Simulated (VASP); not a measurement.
Runs of VASP 6.6.1 on Ba. The structure is that of space group Pm-3m (No. 221), or close to it. The cells are those of the table. 

```csv
task,level,potentials or basis,cell,cutoff (eV),gap on the mesh (eV),pressure (GPa),relaxed volume (Å³/atom)
single point,PBEsol,"VASP PAW PBE potentials, release 64 (Ba_sv)","a = 3.803 Å, 1 atom",520,none,(a),-
relaxation of cell and atoms,PBEsol,"VASP PAW PBE potentials, release 64 (Ba_sv)","relaxed from a = 3.918 Å, 1 atom",600,none,0.0,56.36
relaxation of cell and atoms,PBEsol+D3(BJ),"VASP PAW PBE potentials, release 64 (Ba_sv)","relaxed from a = 3.918 Å, 1 atom",600,none,0.0,(b)
relaxation of cell and atoms,LDA,"VASP PAW LDA potentials, release 64 (Ba_sv)","relaxed from a = 3.918 Å, 1 atom",600,none,0.0,52.36
single point,PBEsol+D3(BJ),"VASP PAW PBE potentials, release 64 (Ba_sv)","a = 3.692 Å, 1 atom",520,none,0.4,-
single point,LDA,"VASP PAW LDA potentials, release 64 (Ba_sv)","a = 3.711 Å, 1 atom",520,none,0.3,-
```

Alike in all rows: no spin polarisation; k mesh 7 × 7 × 7, shifted; smearing fermi-dirac 0.05 eV.

Task: Estimate the missing entries.

Result: (a) 0.2; (b) 51.66.

Caveats: spin-orbit coupling is left out, which moves the levels of the heavy elements; the PAW data sets were made with another functional, which shifts forces and pressure a little (some runs); pairwise dispersion overbinds metals, which lowers pressure and volume (some runs).

A k mesh can miss the band edges, and the runs leave out spin-orbit coupling on Ba.

A gap of «none» marks levels without a gap at the run's occupations.
